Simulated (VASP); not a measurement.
Input of a VASP 6.6.1 run:

INCAR

```
SYSTEM = Cu16NO
PREC = Accurate
ENCUT = 520
EDIFF = 1E-7
ISMEAR = 0
SIGMA = 0.1
LREAL = Auto
LASPH = .True.
NELM = 100
ALGO = Normal
ISIF = 2
LWAVE = .False.
LCHARG = .False.
GGA = PS
NBANDS = 108
```

KPOINTS

```
Automatic mesh
0
Gamma
  3 3 1
  0 0 0
```

Contents of POSCAR:

```
Cu16NO
1.0
    5.1053110000      0.0000000000      0.0000000000
    0.0000000000      5.1053110000      0.0000000000
    0.0000000000      0.0000000000     17.4150000000
Cu N O
16 1 1
Direct
    0.2500000490      0.2500000490      0.0574217628
    0.7499999510      0.2500000490      0.0574217628
    0.2500000490      0.7499999510      0.0574217628
    0.7499999510      0.7499999510      0.0574217628
    0.0031643518     -0.0012649572      0.1543894344
    0.4968641479     -0.0012876787      0.1543935113
    0.0006117159      0.4988802837      0.1545410853
    0.4994265775      0.4988939949      0.1545357450
    0.2500909347      0.2438738796      0.2572653460
    0.7500066108      0.2445188941      0.2536954350
    0.2500533268      0.7457314549      0.2565047373
    0.7500203220      0.7485788819      0.2537378122
    0.0076436088     -0.0034342668      0.3581014068
    0.4925008486     -0.0039006439      0.3580556991
    0.0122031743      0.4844339551      0.3543993109
    0.4877336562      0.4839583720      0.3545257537
    0.7502026811      0.7702727611      0.4027591157
    0.7503157006      0.5255197969      0.4366316968
```

Potentials or basis: VASP PAW PBE potentials, release 64 (Cu, N, O).

Run with:

```sh
$ cat potpaw_PBE.64/Cu/POTCAR potpaw_PBE.64/N/POTCAR potpaw_PBE.64/O/POTCAR > POTCAR
$ mpirun -np 1 vasp_std > vasp.out
```

Task: Predict the largest force.

Result: 0.577 eV/Å.

Forces in eV/Å, atoms in the order of the input:
```
Cu   0.000  0.006 -0.116
Cu   0.000 -0.035 -0.035
Cu   0.000 -0.035 -0.136
Cu   0.001 -0.004 -0.031
Cu   0.003 -0.001 -0.012
Cu  -0.003  0.000 -0.013
Cu   0.003 -0.026  0.000
Cu  -0.003 -0.027 -0.001
Cu  -0.002 -0.063  0.003
Cu   0.000 -0.048  0.023
Cu   0.000 -0.029 -0.056
Cu   0.000 -0.047 -0.079
Cu   0.025 -0.130 -0.020
Cu  -0.025 -0.128 -0.016
Cu   0.108 -0.107 -0.144
Cu  -0.101 -0.103 -0.144
N    0.000  0.278  0.506
O   -0.007  0.499  0.271
```

Caveat: the k points lie up to 0.41 Å⁻¹ apart; the PAW data sets were made with another functional, which shifts forces and pressure a little; an odd number of electrons without spin polarisation forces a metal; a magnetic or distorted state may lie lower.
